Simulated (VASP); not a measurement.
# CuO (P1) in VASP: notebook

The runs below take CuO through single point, with BLYP, LDA.

All numbers are computed with VASP 6.6.1; they aren't measurements. Logs are shortened: lines on timing, memory, paths and dates and some standing lists are left out, and cuts for length are marked.

## Step 1: The cell of the first run

The typed cell holds 4 atoms: a = 2.927 Å, b = 2.759 Å, c = 5.381 Å, α = 74.89°, β = 74.25°, γ = 66.24°.

## Step 2: Single point, BLYP

The input, INCAR:

```
AGGAC = 1.0
AGGAX = 1.0
ALDAC = 0.0
ALDAX = 1.0
ALGO = Normal
EDIFF = 1E-6
ENCUT = 520
GGA = B5
ISIF = 2
ISMEAR = -1
LASPH = True
LCHARG = False
LREAL = False
LWAVE = False
NBANDS = 25
NELM = 60
PREC = Accurate
SIGMA = 0.05
```

The input, KPOINTS:

```
k-points
0
Gamma
  10 10 5
```

The input, POSCAR:

```
CuO
1.0
    0.1857332682     -2.1279435114     -2.0014355785
   -1.9784931036      0.1041253111     -1.9198276214
    2.3345499767      2.2391765132     -4.2998374270
Cu O
2 2
Direct
    0.4562322400      0.5306856300      0.4854117400
    0.9742842800      0.9858673900      0.0243612000
    0.8016626700      0.7447211200      0.7392802400
    0.2678208100      0.2387258700      0.2509468100
```

Potentials or basis: VASP PAW PBE potentials, release 64 (Cu, O).

The run is started by

```sh
> cat potpaw_PBE.64/Cu/POTCAR potpaw_PBE.64/O/POTCAR > POTCAR
> mpirun -np 1 vasp_std > vasp.out
```

OUTCAR:

```text
EDIFF = 1E-6
   ENCUT = 520
   GGA = B5
   ISIF = 2
   ISMEAR = -1
   LASPH = True
   LREAL = False
   NELM = 60
   PREC = Accurate

 ion  position               nearest neighbor table
   1  0.456  0.531  0.485-   4 1.95   4 1.98   3 1.99   3 2.21   3 2.24   4 2.29
   2  0.974  0.986  0.024-   4 2.04   4 2.05   3 2.07   4 2.07   3 2.21
   3  0.802  0.745  0.739-   1 1.99   2 2.07   2 2.21   1 2.21   1 2.24
   4  0.268  0.239  0.251-   1 1.95   1 1.98   2 2.04   2 2.05   2 2.07   1 2.29

  Warning from LATTYP: Got some problem with cell dimensions!
  Tried to take original basis but could not verify dimensions!
  LATTYP: Found a triclinic cell.
 ALAT       =     3.1100911362
 B/A-ratio  =     2.7251577931
 C/A-ratio  =     2.2383871059
 COS(alpha) =     0.0043496800
 COS(beta)  =     0.6735101966
 COS(gamma) =     0.7129624061

  Lattice vectors:

 A1 = (   2.1642263718,  -2.2320688225,  -0.0816079571)
 A2 = (   8.4557625557,  -0.2011429315,  -0.5417901413)
 A3 = (   0.0154096633,  -6.5991888471,   2.2167938914)

Analysis of symmetry for initial positions (statically):
=====================================================================
 Subroutine PRICEL returns:
 Original cell was already a primitive cell.

 Routine SETGRP: Setting up the symmetry group for a
 triclinic supercell.

 Subroutine GETGRP returns: Found  1 space group operations
 (whereof  1 operations were pure point group operations)
 out of a pool of  2 trial point group operations.

The static configuration has the point symmetry C_1 .

Analysis of symmetry for dynamics (positions and initial velocities):
=====================================================================
 Subroutine PRICEL returns:
 Original cell was already a primitive cell.

 Routine SETGRP: Setting up the symmetry group for a
 triclinic supercell.

 Subroutine GETGRP returns: Found  1 space group operations
 (whereof  1 operations were pure point group operations)
 out of a pool of  2 trial point group operations.

The dynamic configuration has the point symmetry C_1 .

 Subroutine INISYM returns: Found  1 space group operations
 (whereof  1 operations are pure point group operations),
 and found     1 'primitive' translations

----------------------------------------------------------------------------------------

                                     Primitive cell

  volume of cell :      37.7087
[... 85 lines left out ...]
   ISTART =      0    job   : 0-new  1-cont  2-samecut
   ICHARG =      2    charge: 1-file 2-atom 10-const
   ISPIN  =      1    spin polarized calculation?
   LNONCOLLINEAR =      F non collinear calculations
   LSORBIT =      F    spin-orbit coupling
   LASPH  =      T    aspherical Exc in radial PAW
   ENCUT  =  520.0 eV  38.22 Ry    6.18 a.u.   5.44  5.13 10.00*2*pi/ulx,y,z
   NELM   =     60;   NELMIN=  2; NELMDL= -5     # of ELM steps
   EDIFF  = 0.1E-05   stopping-criterion for ELM
   LREAL  =      F    real-space projection
   EDIFFG = 0.1E-04   stopping-criterion for IOM
   NSW    =      0    number of steps for IOM
   IBRION =     -1    ionic relax: 0-MD 1-quasi-New 2-CG
   NFREE  =      0    steps in history (QN), initial steepest desc. (CG)
   ISIF   =      2    stress and relaxation
   ISYM   =      2    0-nonsym 1-usesym 2-fastsym
   POTIM  = 0.5000    time-step for ionic-motion
   TEBEG  =    0.0;   TEEND  =   0.0 temperature during run
   PSTRESS=    0.0 pullay stress
   NELECT =      34.0000    total number of electrons
   NUPDOWN=      -1.0000    fix difference up-down
   EMIN   =  10.00;   EMAX   =-10.00  energy-range for DOS
   EFERMI =   0.00;   METHOD = LEGACY
   ISMEAR =    -1;   SIGMA  =   0.05  broadening in eV -4-tet -1-fermi 0-gaus
   EFERMI_NEDOS =   21; number of points for ismear=-14 and -15
   IALGO  =     38    algorithm
   IMIX   =      4    mixing-type and parameters
     AMIX     =   0.40;   BMIX     =  1.00
     AMIX_MAG =   1.60;   BMIX_MAG =  1.00
  volume/ion in A,a.u.               =       9.43        63.62
  Fermi-wavevector in a.u.,A,eV,Ry     =   1.581566  2.988726 34.032947  2.501351
  Thomas-Fermi vector in A             =   2.681622
   LORBIT       =      0    0 simple, 1 ext, 2 COOP (PROOUT), +10 PAW based schemes
   GGA     = B5    functional components
   LHFCALC =     F    Hartree Fock is set to
   AEXX    =    0.0000 exact exchange contribution
   IVDW    =     0    specifies the selected vdW correction
   LEPSILON=     F    determine dielectric tensor
   LRPA    =     F    only Hartree local field effects (RPA)
 non-spin polarized calculation
  energy-cutoff  :      520.00
  volume of cell :       37.71
 maximum number of plane-waves:      1035
 NGX is ok and might be reduce to    24
   NGX = 11   NGY = 11   NGZ = 19

 number of electron      33.9999988 magnetization

 Free energy of the ion-electron system (eV)
  ---------------------------------------------------
  ext. energy  EPLUGINS =         0.00000000
  ---------------------------------------------------
  free energy    TOTEN  =       -16.85958763 eV

  energy without entropy =      -16.83166667  energy(sigma->0) =      -16.84562715

 E-fermi :   6.5799     XC(G=0): -11.8814

 val. band max:        6.5760202310   @ k =  -0.3000   0.2000   0.4000
 cond. band min:       6.5804824678   @ k =  -0.3000   0.5000   0.4000
 fundamental gap:      0.0044622368
 Fermi energy:         6.5799320622

 k-point     1 :       0.0000    0.0000    0.0000
  band No.  band energies     occupation
      1     -13.1699      2.00000
      2     -11.5303      2.00000
      3      -1.0702      2.00000
      4       1.4516      2.00000
      5       1.9061      2.00000
      6       3.1395      2.00000
[... 661 lines left out ...]
     24      19.2861      0.00000
     25      20.6807      0.00000

 [... further k-points ...]
[... 5 lines left out ...]
  --------------------------------------------------------------------------------------
  -------------------------------------------------------------------------------------
  Total        3.4867335      3.6257588      3.9349196      0.3113044      0.3690149      2.0170841
  in kB      148.1453039    154.0522491    167.1879606     13.2267878     15.6788097     85.7024325
  external PRESSURE =     156.4618378 kB  Pullay stress =       0.0000000 kB

 VOLUME and BASIS-vectors are now :
 -----------------------------------------------------------------------------
  energy-cutoff  :      520.00
  volume of cell :       37.71
      direct lattice vectors                 reciprocal lattice vectors
     0.185733268 -2.127943511 -2.001435579     0.102127945 -0.344459917 -0.123931142
    -1.978493104  0.104125311 -1.919827621    -0.361491706  0.102730393 -0.142770275
     2.334549977  2.239176513 -4.299837427     0.113864598  0.114467046 -0.111135710

 POSITION                                       TOTAL-FORCE (eV/Angst)
 -----------------------------------------------------------------------------------
      0.16800      0.17134     -4.01914         1.461605     -0.124352     -1.624932
     -1.71270     -1.91602     -3.94741        -0.966288     -1.350138      0.711877
      0.40136      0.02703     -6.21300         0.056338      0.893105      0.105934
      0.16327      0.01686     -2.07337        -0.551655      0.581385      0.807121
 -----------------------------------------------------------------------------------
    total drift:                                0.000546     -0.001923     -0.000139

  FREE ENERGIE OF THE ION-ELECTRON SYSTEM (eV)
  ---------------------------------------------------
  free  energy   TOTEN  =       -16.8595876328 eV

  energy  without entropy=      -16.8316666685  energy(sigma->0) =      -16.84562715
```

It took 4.2 min on 1 thread of Intel Xeon 6975P-C, shared host; peak memory 0.31 GiB.

Results:

| Quantity | Value |
| --- | --- |
| Free energy | -16.8596 eV |
| Pressure | 15.6 GPa |
| Largest force | 2.189 eV/Å |
| Band gap on the k mesh | zero (band 17 reaches 7.09 eV, above the bottom of band 18 at 6.30 eV) |

Forces in eV/Å, atoms in the order of the input:
```
Cu   1.462 -0.124 -1.625
Cu  -0.966 -1.350  0.712
O    0.056  0.893  0.106
O   -0.552  0.581  0.807
```

Stress tensor (GPa, compression positive):
```
14.81  1.32  8.57
 1.32 15.41  1.57
 8.57  1.57 16.72
```

Caveat: the PAW data sets were made with another functional, which shifts forces and pressure a little; semilocal functionals often make such compounds metallic where correlation or magnetic order opens a gap, which also shifts bond lengths. With open d or f shells a metallic result of BLYP can be an artefact of self-interaction; +U or a hybrid may open a gap.

## Step 3: Single point, LDA

This run uses another cell than the first one, of 9.63 Å³/atom, 1.021 times its volume.

The input, INCAR:

```
PREC = Accurate
ENCUT = 520
EDIFF = 1E-6
ISMEAR = -1
SIGMA = 0.05
LREAL = False
LASPH = True
NELM = 80
ALGO = Normal
ISIF = 2
LWAVE = False
LCHARG = False
NBANDS = 25
```

The input, KPOINTS:

```
regular mesh
0
Gamma
  10 10 5
```

The input, POSCAR:

```
CuO
1.0
    0.1870412921     -2.1429295228     -2.0155306596
   -1.9924266127      0.1048586121     -1.9333479797
    2.3509910112      2.2549458814     -4.3301189699
Cu O
2 2
Direct
    0.4562322400      0.5306856300      0.4854117400
    0.9742842800      0.9858673900      0.0243612000
    0.8016626700      0.7447211200      0.7392802400
    0.2678208100      0.2387258700      0.2509468100
```

Potentials or basis: VASP PAW LDA potentials, release 64 (Cu, O).

The run is started by

```sh
> cat potpaw_LDA.64/Cu/POTCAR potpaw_LDA.64/O/POTCAR > POTCAR
> mpirun -np 1 vasp_std > vasp.out
```

Wall time 3.1 min (1 thread of Intel Xeon 6975P-C, shared host); peak memory 0.3 GiB.

The run converged. Its results:

```yaml
Free_energy: -22.2135 eV
Pressure: -12.4 GPa
Largest_force: 1.711 eV/Å
Band_gap_on_the_k_mesh: zero (band 17 reaches 6.14 eV, above the bottom of band 18 at 5.37 eV)
```

Forces in eV/Å, atoms in the order of the input:
```
Cu   1.124  0.009 -1.289
Cu  -0.787 -1.035  0.593
O    0.067  0.597  0.044
O   -0.405  0.429  0.652
```

Stress tensor (GPa, compression positive):
```
-13.04   1.41   8.38
  1.41 -11.44   2.07
  8.38   2.07 -12.70
```

Levels at points of the mesh, in eV from the Fermi level:
```tsv
k point	band 13	band 14	band 15	band 16	band 17	band 18	band 19	band 20	band 21	band 22
(0.00, 0.00, 0.00)	-1.77	-1.57	-1.16	-1.00	0.36	0.66	1.32	6.12	8.54	13.68
(0.50, 0.00, 0.00)	-1.54	-1.44	-0.99	-0.64	-0.30	-0.18	6.70	7.12	8.28	9.39
(0.00, 0.50, 0.00)	-1.43	-1.29	-0.95	-0.69	-0.25	-0.18	7.00	7.20	8.65	8.96
(0.50, 0.50, 0.00)	-1.69	-1.60	-1.49	-1.16	0.50	0.83	5.12	5.64	10.05	10.65
```

Caveat: semilocal functionals often make such compounds metallic where correlation or magnetic order opens a gap, which also shifts bond lengths; forces of over 1 eV/Å act on the atoms, so gaps and moduli don't describe the material at rest. With open d or f shells a metallic result of LDA can be an artefact of self-interaction; +U or a hybrid may open a gap.

## Step 4: Single point, BLYP

This run uses another cell than the first one, of 9.63 Å³/atom, 1.021 times its volume.

The input, INCAR:

```
AGGAC = 1.0
AGGAX = 1.0
ALDAC = 0.0
ALDAX = 1.0
ALGO = Normal
EDIFF = 1E-7
ENCUT = 520
GGA = B5
ISIF = 2
ISMEAR = -1
LASPH = True
LCHARG = True
LELF = True
LREAL = False
LVHAR = True
LWAVE = False
NBANDS = 25
NELM = 100
PREC = Accurate
SIGMA = 0.05
```

The input, KPOINTS:

```
k-points
0
Gamma
  10 10 5
```

POSCAR is that of step 3.

Potentials or basis: VASP PAW PBE potentials, release 64 (Cu, O).

The run is started by

```sh
> cat potpaw_PBE.64/Cu/POTCAR potpaw_PBE.64/O/POTCAR > POTCAR
> mpirun -np 1 vasp_std > vasp.out
```

Wall time 4 min (1 thread of Intel Xeon 6975P-C, shared host); peak memory 0.32 GiB.

It converged, with:

```yaml
Free_energy: -16.9276 eV
Pressure: 11.2 GPa
Largest_force: 2.043 eV/Å
Band_gap_on_the_k_mesh: zero (band 17 reaches 6.78 eV, above the bottom of band 18 at 6.01 eV)
```

Forces on the atoms (eV/Å):
```
Cu   1.363 -0.071 -1.520
Cu  -0.919 -1.263  0.682
O    0.063  0.802  0.085
O   -0.506  0.532  0.754
```

Stress tensor (GPa, compression positive):
```
10.43  1.36  8.48
 1.36 11.18  1.72
 8.48  1.72 11.87
```

Levels at points of the mesh, in eV from the Fermi level:
```
           k point  band 15  band 16  band 17  band 18  band 19  band 20
(0.00, 0.00, 0.00)    -1.19    -1.03     0.35     0.64     1.51     6.54
(0.50, 0.00, 0.00)    -0.97    -0.63    -0.30    -0.18     6.87     7.27
(0.00, 0.50, 0.00)    -0.93    -0.68    -0.24    -0.18     7.20     7.40
(0.50, 0.50, 0.00)    -1.49    -1.22     0.49     0.83     5.46     5.89
```

Caveat: the PAW data sets were made with another functional, which shifts forces and pressure a little; semilocal functionals often make such compounds metallic where correlation or magnetic order opens a gap, which also shifts bond lengths. With open d or f shells a metallic result of BLYP can be an artefact of self-interaction; +U or a hybrid may open a gap.

## Step 5: Single point, LDA

This run uses another cell than the first one, of 9.83 Å³/atom, 1.043 times its volume.

The input, INCAR:

```
SYSTEM = CuO
ALGO = Normal
EDIFF = 1E-7
ENCUT = 520
ISIF = 2
ISMEAR = -1
LASPH = .True.
LCHARG = .False.
LREAL = .False.
LWAVE = .False.
NBANDS = 25
NELM = 80
PREC = Accurate
SIGMA = 0.05
```

The input, KPOINTS:

```
k-points
0
Gamma
  10 10 5
  0 0 0
```

The input, POSCAR:

```
CuO
1.0
    0.1883312728     -2.1577088141     -2.0294313103
   -2.0061679202      0.1055817978     -1.9466818354
    2.3672052547      2.2704977238     -4.3599828031
Cu O
2 2
Direct
    0.4562322400      0.5306856300      0.4854117400
    0.9742842800      0.9858673900      0.0243612000
    0.8016626700      0.7447211200      0.7392802400
    0.2678208100      0.2387258700      0.2509468100
```

Potentials or basis: VASP PAW LDA potentials, release 64 (Cu, O).

The run is started by

```sh
> cat potpaw_LDA.64/Cu/POTCAR potpaw_LDA.64/O/POTCAR > POTCAR
> mpirun -np 1 vasp_std > vasp.out
```

Run time: 4 min. Hardware: 1 thread of Intel Xeon 6975P-C, shared host; peak memory 0.31 GiB.

The run converged. Its results:

- Free energy: -22.1450 eV
- Pressure: -15.4 GPa
- Largest force: 1.586 eV/Å
- Band gap on the k mesh: zero (band 17 reaches 5.85 eV, above the bottom of band 18 at 5.09 eV)

Forces on the atoms (eV/Å):
```
Cu   1.039  0.058 -1.197
Cu  -0.747 -0.959  0.568
O    0.073  0.517  0.024
O   -0.365  0.385  0.605
```

Stress tensor (GPa, compression positive):
```
-15.97   1.43   8.28
  1.43 -14.26   2.20
  8.28   2.20 -16.02
```

Levels at points of the mesh, in eV from the Fermi level:
| k point | band 14 | band 15 | band 16 | band 17 | band 18 | band 19 | band 20 | band 21 |
| --- | --- | --- | --- | --- | --- | --- | --- | --- |
| (0.00, 0.00, 0.00) | -1.53 | -1.12 | -0.96 | 0.35 | 0.65 | 1.23 | 6.08 | 8.39 |
| (0.50, 0.00, 0.00) | -1.40 | -0.98 | -0.63 | -0.29 | -0.18 | 6.59 | 6.99 | 8.19 |
| (0.00, 0.50, 0.00) | -1.26 | -0.93 | -0.68 | -0.24 | -0.18 | 6.89 | 7.09 | 8.55 |
| (0.50, 0.50, 0.00) | -1.57 | -1.46 | -1.13 | 0.49 | 0.81 | 5.09 | 5.57 | 9.90 |

Caveat: semilocal functionals often make such compounds metallic where correlation or magnetic order opens a gap, which also shifts bond lengths; forces of over 1 eV/Å act on the atoms, so gaps and moduli don't describe the material at rest. With open d or f shells a metallic result of LDA can be an artefact of self-interaction; +U or a hybrid may open a gap.

## Step 6: Single point, BLYP

This run uses another cell than the first one, of 9.83 Å³/atom, 1.043 times its volume.

The input, INCAR:

```
AGGAC    = 1.0          
AGGAX    = 1.0          
ALDAC    = 0.0          
ALDAX    = 1.0          
ALGO     = Normal         # electronic algorithm
EDIFF    = 1E-7           # SCF threshold, eV
ENCUT    = 520            # plane-wave cutoff, eV
GGA      = B5             # functional
ISIF     = 2              # what is computed and relaxed
ISMEAR   = -1             # smearing method
LASPH    = T              # aspherical terms in the spheres
LCHARG   = F              # write CHGCAR
LREAL    = F              # projectors in reciprocal space
LWAVE    = F              # write WAVECAR
NBANDS   = 25             # bands
NELM     = 100            # most SCF steps
PREC     = Accurate       # precision mode
SIGMA    = 0.05           # smearing width, eV
```

The input, KPOINTS:

```
k-points
0
Gamma
  10 10 5
```

POSCAR is that of step 5.

Potentials or basis: VASP PAW PBE potentials, release 64 (Cu, O).

The run is started by

```sh
> cat potpaw_PBE.64/Cu/POTCAR potpaw_PBE.64/O/POTCAR > POTCAR
> mpirun -np 1 vasp_std > vasp.out
```

Wall time 3.8 min (1 thread of Intel Xeon 6975P-C, shared host); peak memory 0.32 GiB.

It converged, with:

```yaml
Free_energy: -16.9746 eV
Pressure: 7.2 GPa
Largest_force: 1.909 eV/Å
Band_gap_on_the_k_mesh: zero (band 17 reaches 6.48 eV, above the bottom of band 18 at 5.73 eV)
```

Forces on the atoms (eV/Å):
```
Cu   1.272 -0.021 -1.423
Cu  -0.876 -1.183  0.655
O    0.068  0.718  0.065
O   -0.464  0.485  0.703
```

Stress tensor (GPa, compression positive):
```
6.54 1.39 8.38
1.39 7.44 1.86
8.38 1.86 7.57
```

Levels at points of the mesh, in eV from the Fermi level:
```tsv
k point	band 13	band 14	band 15	band 16	band 17	band 18	band 19	band 20	band 21	band 22
(0.00, 0.00, 0.00)	-1.74	-1.56	-1.15	-0.99	0.34	0.63	1.43	6.50	8.53	13.91
(0.50, 0.00, 0.00)	-1.56	-1.46	-0.96	-0.62	-0.29	-0.17	6.75	7.14	8.52	9.63
(0.00, 0.50, 0.00)	-1.46	-1.33	-0.91	-0.67	-0.24	-0.17	7.08	7.28	8.83	9.21
(0.50, 0.50, 0.00)	-1.69	-1.59	-1.46	-1.20	0.48	0.81	5.41	5.84	10.09	10.82
```

Caveat: the PAW data sets were made with another functional, which shifts forces and pressure a little; semilocal functionals often make such compounds metallic where correlation or magnetic order opens a gap, which also shifts bond lengths. With open d or f shells a metallic result of BLYP can be an artefact of self-interaction; +U or a hybrid may open a gap.

## Step 7: Summary

```csv
level,potentials or basis,cell,gap on the mesh (eV),pressure (GPa),largest force (eV/Å)
BLYP,"VASP PAW PBE potentials, release 64 (Cu, O)","a = 2.927, b = 2.759, c = 5.381 Å, angles 74.9, 74.3, 66.2°, 4 atoms",none,15.6,2.19
LDA,"VASP PAW LDA potentials, release 64 (Cu, O)","a = 2.948, b = 2.778, c = 5.419 Å, angles 74.9, 74.3, 66.2°, 4 atoms",none,-12.4,1.71
BLYP,"VASP PAW PBE potentials, release 64 (Cu, O)","a = 2.948, b = 2.778, c = 5.419 Å, angles 74.9, 74.3, 66.2°, 4 atoms",none,11.2,2.04
LDA,"VASP PAW LDA potentials, release 64 (Cu, O)","a = 2.968, b = 2.797, c = 5.456 Å, angles 74.9, 74.3, 66.2°, 4 atoms",none,-15.4,1.59
BLYP,"VASP PAW PBE potentials, release 64 (Cu, O)","a = 2.968, b = 2.797, c = 5.456 Å, angles 74.9, 74.3, 66.2°, 4 atoms",none,7.2,1.91
```

Alike in all rows: task single point; no spin polarisation; k mesh 10 × 10 × 5; cutoff (eV) 520; smearing fermi-dirac 0.05 eV.

Caveats: semilocal functionals often make such compounds metallic where correlation or magnetic order opens a gap, which also shifts bond lengths; the PAW data sets were made with another functional, which shifts forces and pressure a little (some runs); forces of over 1 eV/Å act on the atoms, so gaps and moduli don't describe the material at rest (some runs).

Total energies depend on the potentials used, so only differences within one code and one set of settings carry meaning.
